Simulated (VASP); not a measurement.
BaS, 2 atoms in the cell. The structure is cubic, space group Fm-3m (No. 225). The conventional cell has a = 6.377 Å, b = 6.377 Å, c = 6.377 Å, α = 90.00°, β = 90.00°, γ = 90.00°. Within 4.2 Å of S (site symmetry m-3m) lie 6 Ba at 3.19 Å. Ba (site symmetry m-3m) has 6 S at 3.19 Å within 4.2 Å. 

* Program: VASP 6.6.1
* Task: single point
* Functional: PBE
* Potentials or basis: VASP PAW PBE potentials, release 64 (S, Ba_sv)
* Cutoff: 520 eV
* k mesh: 7 × 7 × 7
* Occupations: gaussian, width 0.053 eV
* Spin: no spin polarisation
* Dipole correction: no
* Further INCAR settings: ALGO = Normal; EDIFF = 1e-06; NBANDS = 15

Potentials or basis: VASP PAW PBE potentials, release 64 (S, Ba_sv).

Command:

```sh
$ cat potpaw_PBE.64/S/POTCAR potpaw_PBE.64/Ba_sv/POTCAR > POTCAR
$ mpirun -np 1 vasp_std > vasp.out
```

Hardware: 1 thread of AMD EPYC 7R43 64-Core Processor (Zen 3), on a shared host.

Task: How long does it take, and how much memory?

Result: Run time: 22 s on 1 thread of AMD EPYC 7R43 64-Core Processor (Zen 3), on a shared host, peak memory 0.17 GiB. Counts: scf iterations 13, k points 20.
